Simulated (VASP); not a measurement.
Set up this calculation in VASP 6.6.1, as the native input.

| Quantity | Value |
| --- | --- |
| Task | single point |
| Functional | PBE |
| Potentials or basis | VASP PAW PBE potentials, release 64 (Au) |
| Cutoff | 520 eV |
| k mesh | 45 × 45 × 45 |
| Occupations | fermi-dirac, width 0.0612256 eV |
| Spin | no spin polarisation |
| Dipole correction | no |
| Further INCAR settings | ALGO = Normal; EDIFF = 1e-06; NBANDS = 12 |

The structure of Au lies in POSCAR:

```
Au
1.0
    0.0000000000      2.0647204712      2.0647204712
    2.0647204712      0.0000000000      2.0647204712
    2.0647204712      2.0647204712      0.0000000000
Au
1
Direct
    0.0000000000      0.0000000000      0.0000000000
```

The input as run:

INCAR

```
SYSTEM = Au
  PREC = Accurate
  ENCUT = 520
  EDIFF = 1E-6
  ISMEAR = -1
  SIGMA = 0.06122561905347299
  LREAL = .FALSE.
  LASPH = .TRUE.
  NELM = 100
  ALGO = Normal
  ISIF = 2
  LWAVE = .FALSE.
  LCHARG = .FALSE.
  GGA = PE
  NBANDS = 12
```

KPOINTS

```
regular mesh
0
G
  45 45 45
  0 0 0
```

Potentials or basis: VASP PAW PBE potentials, release 64 (Au).

Launch:

```console
$ cat potpaw_PBE.64/Au/POTCAR > POTCAR
$ mpirun -np 1 vasp_std > vasp.out
```

It gave:

The pressure is 2.8 GPa and the band gap on the k mesh is zero (an odd number of electrons rules out a gap without spin polarisation).

Caveat: spin-orbit coupling is left out, which moves the levels of the heavy elements.

It took 10 min on 1 thread of Oxide Virtual Turin-like Processor, with other jobs on the host, peak memory 0.52 GiB.
